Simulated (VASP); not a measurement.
# Be2Se3 (P1) in VASP: further runs

The runs below take Be2Se3 through single point, relaxation of cell and atoms, with PBE.

Everything below comes from runs of VASP 6.6.1. Logs are shortened: lines on timing, memory, paths and dates and some standing lists are left out, and cuts for length are marked.

## Step 1: The cell of the first run

The typed cell holds 10 atoms: a = 3.709 Å, b = 3.773 Å, c = 17.163 Å, α = 87.51°, β = 89.75°, γ = 60.56°.

## Step 2: Single point, PBE

INCAR reads:

```
PREC = Accurate ; ENCUT = 520
EDIFF = 1E-6 ; ISMEAR = 0
SIGMA = 0.02 ; LREAL = F
LASPH = T ; NELM = 60
ALGO = Normal ; ISIF = 2
LWAVE = F ; LCHARG = T
GGA = PE ; LELF = T
LVHAR = T ; NBANDS = 33
```

KPOINTS reads:

```
Automatic mesh
0
Gamma
  8 8 2
```

POSCAR reads:

```
Be2Se3
1.0
    3.7090115066      0.0004396046     -0.0194328209
    1.8536334466      3.2857102443     -0.0419072771
    0.1645185674      0.9813553025     17.1341254615
Be Se
4 6
Direct
    0.6885094115      0.9203368608      0.6455774184
    0.3952984609      0.9179868178      0.1454934108
    0.2621022481      0.2854426935      0.8553175690
    0.4515845666      0.2814272517      0.3552606387
    1.0021301680      0.2772297870      0.6061776763
    0.7263627305      0.2749058309      0.1061271619
    0.6070911919      0.5990284959      0.8937654492
    0.7915188176      0.5950262142      0.3937660181
    0.3171904345      0.9468245106      0.7493317123
    0.7375683501      0.9430787777      0.2491829454
```

Potentials or basis: VASP PAW PBE potentials, release 64 (Be, Se).

Started as:

```
> cat potpaw_PBE.64/Be/POTCAR potpaw_PBE.64/Se/POTCAR > POTCAR
> mpirun -np 1 vasp_std > vasp.out
```

OUTCAR:

```text
PREC = Accurate
   ENCUT = 520
   EDIFF = 1E-6
   ISMEAR = 0
   LREAL = F
   LASPH = T
   NELM = 60
   ISIF = 2
   GGA = PE

 ion  position               nearest neighbor table
   1  0.689  0.920  0.646-   9 2.22   5 2.25   5 2.25   5 2.31
   2  0.395  0.918  0.145-  10 2.22   6 2.25   6 2.25   6 2.31
   3  0.262  0.285  0.855-   9 2.22   7 2.23   7 2.24   7 2.32
   4  0.452  0.281  0.355-  10 2.22   8 2.23   8 2.24   8 2.32
   5  0.002  0.277  0.606-   1 2.25   1 2.25   1 2.31   9 2.70
   6  0.726  0.275  0.106-   2 2.25   2 2.25   2 2.31  10 2.70
   7  0.607  0.599  0.894-   3 2.23   3 2.24   3 2.32   9 2.72
   8  0.792  0.595  0.394-   4 2.23   4 2.24   4 2.32  10 2.72
   9  0.317  0.947  0.749-   3 2.22   1 2.22   5 2.70   7 2.72
  10  0.738  0.943  0.249-   4 2.22   2 2.22   6 2.70   8 2.72

  LATTYP: Found a triclinic cell.
 ALAT       =     6.4610805840
 B/A-ratio  =     0.5740622473
 C/A-ratio  =     2.8890769656
 COS(alpha) =     0.0039768255
 COS(beta)  =     0.2046040265
 COS(gamma) =     0.8610447358

  Lattice vectors:

 A1 = (  -5.5626449532,  -3.2861498489,   0.0613400980)
 A2 = (  -3.7090115066,  -0.0004396046,   0.0194328209)
 A3 = (  -0.1627739540,  -7.5523361865, -17.0697437282)

Analysis of symmetry for initial positions (statically):
=====================================================================
 Subroutine PRICEL returns:
 Original cell was already a primitive cell.

 Routine SETGRP: Setting up the symmetry group for a
 triclinic supercell.

 Subroutine GETGRP returns: Found  1 space group operations
 (whereof  1 operations were pure point group operations)
 out of a pool of  2 trial point group operations.

The static configuration has the point symmetry C_1 .

Analysis of symmetry for dynamics (positions and initial velocities):
=====================================================================
 Subroutine PRICEL returns:
 Original cell was already a primitive cell.

 Routine SETGRP: Setting up the symmetry group for a
 triclinic supercell.

 Subroutine GETGRP returns: Found  1 space group operations
 (whereof  1 operations were pure point group operations)
 out of a pool of  2 trial point group operations.

The dynamic configuration has the point symmetry C_1 .

 Subroutine INISYM returns: Found  1 space group operations
 (whereof  1 operations are pure point group operations),
 and found     1 'primitive' translations

----------------------------------------------------------------------------------------

                                     Primitive cell

  volume of cell :     208.9228

  direct lattice vectors                    reciprocal lattice vectors
     3.709011507  0.000439605 -0.019432821     0.269663699 -0.152052726  0.006119546
     1.853633447  3.285710244 -0.041907277    -0.000127333  0.304197832 -0.017421677
     0.164518567  0.981355303 17.134125461     0.000305530  0.000571566  0.058327390

  length of vectors
     3.709062440  3.772745020 17.162994492     0.309638484  0.304696328  0.058330991

  position of ions in fractional coordinates (direct lattice)
     0.688509412  0.920336861  0.645577418
     0.395298461  0.917986818  0.145493411
     0.262102248  0.285442694  0.855317569
     0.451584567  0.281427252  0.355260639
     0.002130168  0.277229787  0.606177676
     0.726362730  0.274905831  0.106127162
     0.607091192  0.599028496  0.893765449
     0.791518818  0.595026214  0.393766018
     0.317190434  0.946824511  0.749331712
     0.737568350  0.943078778  0.249182945

  ion indices of the primitive-cell ions
   primitive index   ion index
                 1           1
                 2           2
                 3           3
                 4           4
                 5           5
                 6           6
                 7           7
                 8           8
                 9           9
                10          10

----------------------------------------------------------------------------------------

 KPOINTS: Automatic mesh

Automatic generation of k-mesh.
 Grid dimensions read from file:
 generate k-points for:    8    8    2

 Generating k-lattice:

  Cartesian coordinates                     Fractional coordinates (reciprocal lattice)
     0.033707962 -0.019006591  0.000764943     0.125000000  0.000000000  0.000000000
    -0.000015917  0.038024729 -0.002177710     0.000000000  0.125000000  0.000000000
     0.000152765  0.000285783  0.029163695    -0.000000000  0.000000000  0.500000000

  Length of vectors
     0.038704811  0.038087041  0.029165495

  Shift w.r.t. Gamma in fractional coordinates (k-lattice)
     0.000000000  0.000000000  0.000000000

 Subroutine IBZKPT returns following result:
 ===========================================

 Found     68 irreducible k-points:

 Following reciprocal coordinates:
            Coordinates               Weight
  0.000000  0.000000  0.000000      1.000000
  0.125000 -0.000000 -0.000000      2.000000
  0.250000 -0.000000 -0.000000      2.000000
  0.375000 -0.000000  0.000000      2.000000
  0.500000 -0.000000 -0.000000      1.000000
  0.000000  0.125000  0.000000      2.000000
[... 16 lines left out ...]
  0.125000  0.375000 -0.000000      2.000000
  0.250000  0.375000 -0.000000      2.000000
 [... further k-points ...]
   k-points           NKPTS =     68   k-points in BZ     NKDIM =     68   number of bands    NBANDS=     33
   number of dos      NEDOS =    301   number of ions     NIONS =     10
   total plane-waves  NPLWV = 100352
   dimension x,y,z NGX =    28 NGY =   28 NGZ =  128
   dimension x,y,z NGXF=    56 NGYF=   56 NGZF=  256
   ions per type =               4   6
   NGX,Y,Z   is equivalent  to a cutoff of  12.55, 12.34, 12.40 a.u.
   NGXF,Y,Z  is equivalent  to a cutoff of  25.10, 24.68, 24.80 a.u.
 SYSTEM =  unknown system
   PREC   = accura    normal or accurate (medium, high low for compatibility)
   ISTART =      0    job   : 0-new  1-cont  2-samecut
   ICHARG =      2    charge: 1-file 2-atom 10-const
   ISPIN  =      1    spin polarized calculation?
   LNONCOLLINEAR =      F non collinear calculations
   LSORBIT =      F    spin-orbit coupling
   LASPH  =      T    aspherical Exc in radial PAW
   ENCUT  =  520.0 eV  38.22 Ry    6.18 a.u.   6.90  7.01 31.91*2*pi/ulx,y,z
   NELM   =     60;   NELMIN=  2; NELMDL= -5     # of ELM steps
   EDIFF  = 0.1E-05   stopping-criterion for ELM
   LREAL  =      F    real-space projection
[... 7 lines left out ...]
   TEBEG  =    0.0;   TEEND  =   0.0 temperature during run
   PSTRESS=    0.0 pullay stress
   NELECT =      44.0000    total number of electrons
   NUPDOWN=      -1.0000    fix difference up-down
   EMIN   =  10.00;   EMAX   =-10.00  energy-range for DOS
   EFERMI =   0.00;   METHOD = LEGACY
   ISMEAR =     0;   SIGMA  =   0.02  broadening in eV -4-tet -1-fermi 0-gaus
   EFERMI_NEDOS =   21; number of points for ismear=-14 and -15
   IALGO  =     38    algorithm
   IMIX   =      4    mixing-type and parameters
     AMIX     =   0.40;   BMIX     =  1.00
     AMIX_MAG =   1.60;   BMIX_MAG =  1.00
  volume/ion in A,a.u.               =      20.89       140.99
  Fermi-wavevector in a.u.,A,eV,Ry     =   0.974011  1.840614 12.907807  0.948697
  Thomas-Fermi vector in A             =   2.104436
   LORBIT       =      0    0 simple, 1 ext, 2 COOP (PROOUT), +10 PAW based schemes
   GGA     = PE    functional components
   LHFCALC =     F    Hartree Fock is set to
   AEXX    =    0.0000 exact exchange contribution
   IVDW    =     0    specifies the selected vdW correction
   LEPSILON=     F    determine dielectric tensor
   LRPA    =     F    only Hartree local field effects (RPA)
 non-spin polarized calculation
 Gauss-broadening in eV      SIGMA  =   0.02
  energy-cutoff  :      520.00
  volume of cell :      208.92
 maximum number of plane-waves:      5660
   NGX = 13   NGY = 13   NGZ = 63

 number of electron      43.9999999 magnetization

 Free energy of the ion-electron system (eV)
  ---------------------------------------------------
  ext. energy  EPLUGINS =         0.00000000
  ---------------------------------------------------
  free energy    TOTEN  =       -40.33802909 eV

  energy without entropy =      -40.33802909  energy(sigma->0) =      -40.33802909

 E-fermi :   2.6838     XC(G=0):  -8.7941

 val. band max:        2.5899761061   @ k =   0.0000   0.0000   0.0000
 cond. band min:       3.5972354075   @ k =   0.0000   0.5000   0.0000
 fundamental gap:      1.0072593014
 Fermi energy:         2.6838048161

 k-point     1 :       0.0000    0.0000    0.0000
  band No.  band energies     occupation
      1     -11.8456      2.00000
      2     -11.8017      2.00000
      3     -10.9006      2.00000
      4     -10.7733      2.00000
      5      -9.3401      2.00000
      6      -9.2090      2.00000
[... 25 lines left out ...]
     32       7.3882      0.00000
     33       7.6685      0.00000

 k-point     2 :       0.1250   -0.0000   -0.0000
  band No.  band energies     occupation
      1     -11.7392      2.00000
      2     -11.6945      2.00000
      3     -10.7987      2.00000
      4     -10.6757      2.00000
      5      -9.2669      2.00000
      6      -9.1398      2.00000
[... 25 lines left out ...]
     32       7.7805      0.00000
     33       7.9215      0.00000

 k-point     3 :       0.2500   -0.0000   -0.0000
  band No.  band energies     occupation
      1     -11.4680      2.00000
      2     -11.3962      2.00000
      3     -10.5297      2.00000
      4     -10.4216      2.00000
      5      -9.1039      2.00000
      6      -8.9554      2.00000
[... 25 lines left out ...]
     32       8.5860      0.00000
     33       8.7446      0.00000

 k-point     4 :       0.3750   -0.0000    0.0000
  band No.  band energies     occupation
      1     -11.1653      2.00000
      2     -11.0213      2.00000
      3     -10.2149      2.00000
      4     -10.1424      2.00000
      5      -8.9861      2.00000
      6      -8.7351      2.00000
[... 25 lines left out ...]
     32       8.3354      0.00000
     33       9.1649      0.00000

 k-point     5 :       0.5000   -0.0000   -0.0000
  band No.  band energies     occupation
      1     -11.0261      2.00000
      2     -10.8306      2.00000
      3     -10.0508      2.00000
      4     -10.0373      2.00000
      5      -8.9592      2.00000
      6      -8.6325      2.00000
[... 604 lines left out ...]
 k-point    22 :       0.0000    0.3750   -0.0000
  band No.  band energies     occupation
      1     -11.0523      2.00000
      2     -11.0503      2.00000
      3     -10.2159      2.00000
      4     -10.2048      2.00000
      5      -9.0536      2.00000
      6      -9.0365      2.00000
[... 25 lines left out ...]
     32       8.4327      0.00000
     33       9.0758      0.00000

 k-point    23 :       0.1250    0.3750   -0.0000
  band No.  band energies     occupation
      1     -11.2067      2.00000
      2     -11.1487      2.00000
      3     -10.3090      2.00000
      4     -10.2741      2.00000
      5      -9.0758      2.00000
      6      -8.9794      2.00000
[... 25 lines left out ...]
     32       8.5331      0.00000
     33       8.8589      0.00000

 k-point    24 :       0.2500    0.3750   -0.0000
  band No.  band energies     occupation
      1     -11.2476      2.00000
      2     -11.1371      2.00000
      3     -10.3105      2.00000
      4     -10.2490      2.00000
      5      -9.0521      2.00000
      6      -8.8606      2.00000
[... 25 lines left out ...]
     32       8.7180      0.00000
     33       9.0438      0.00000

 [... further k-points ...]

------------------------ aborting loop because EDIFF is reached ----------------------------------------

  FORCE on cell =-STRESS in cart. coord.  units (eV):
  Direction    XX          YY          ZZ          XY          YZ          ZX
  --------------------------------------------------------------------------------------
  -------------------------------------------------------------------------------------
  Total        0.1718617      0.1427921      0.1857465     -0.0006911     -0.0261639     -0.0019736
  in kB        1.3179645      1.0950371      1.4244443     -0.0052998     -0.2006441     -0.0151353
  external PRESSURE =       1.2791487 kB  Pullay stress =       0.0000000 kB

 VOLUME and BASIS-vectors are now :
 -----------------------------------------------------------------------------
  energy-cutoff  :      520.00
  volume of cell :      208.92
      direct lattice vectors                 reciprocal lattice vectors
     3.709011507  0.000439605 -0.019432821     0.269663699 -0.152052726  0.006119546
     1.853633447  3.285710244 -0.041907277    -0.000127333  0.304197832 -0.017421677
     0.164518567  0.981355303 17.134125461     0.000305530  0.000571566  0.058327390

 POSITION                                       TOTAL-FORCE (eV/Angst)
 -----------------------------------------------------------------------------------
      4.36587      3.65780     11.00946         0.009166      0.002891     -0.007211
      3.19171      3.15919      2.44675        -0.009611      0.002730     -0.002151
      1.64196      1.77737     14.63806         0.004352      0.003426      0.001362
      2.25504      1.27352      6.06651        -0.004183      0.003473      0.005573
      0.62151      1.50577     10.37467        -0.000757      0.003768     -0.012775
      3.22112      1.00773      1.79276        -0.001070      0.000863     -0.016718
      3.50913      2.84560     15.27699         0.002864     -0.003309      0.017479
      4.10349      2.34186      6.70652        -0.003693     -0.004165      0.008277
      3.05481      3.84649     12.79330        -0.015356     -0.006895      0.001178
      4.52477      3.34354      4.21568         0.018287     -0.002781      0.004987
 -----------------------------------------------------------------------------------
    total drift:                                0.000064      0.000000     -0.000181

  FREE ENERGIE OF THE ION-ELECTRON SYSTEM (eV)
  ---------------------------------------------------
  free  energy   TOTEN  =       -40.3380290867 eV

  energy  without entropy=      -40.3380290867  energy(sigma->0) =      -40.33802909
```

Run time: 20 min. Hardware: 1 thread of Oxide Virtual Turin-like, shared host; peak memory 0.48 GiB.

What came out:

```yaml
Free_energy: -40.3380 eV
Pressure: 0.1 GPa
Largest_force: 0.019 eV/Å
Band_gap_on_the_k_mesh: 1.01 eV (least direct gap 1.40 eV)
```

Forces on the atoms (eV/Å):
```
Be   0.009  0.003 -0.007
Be  -0.010  0.003 -0.002
Be   0.004  0.003  0.001
Be  -0.004  0.003  0.006
Se  -0.001  0.004 -0.013
Se  -0.001  0.001 -0.017
Se   0.003 -0.003  0.017
Se  -0.004 -0.004  0.008
Se  -0.015 -0.007  0.001
Se   0.018 -0.003  0.005
```

A k mesh can miss the band edges.

[end of part 1 of 2]
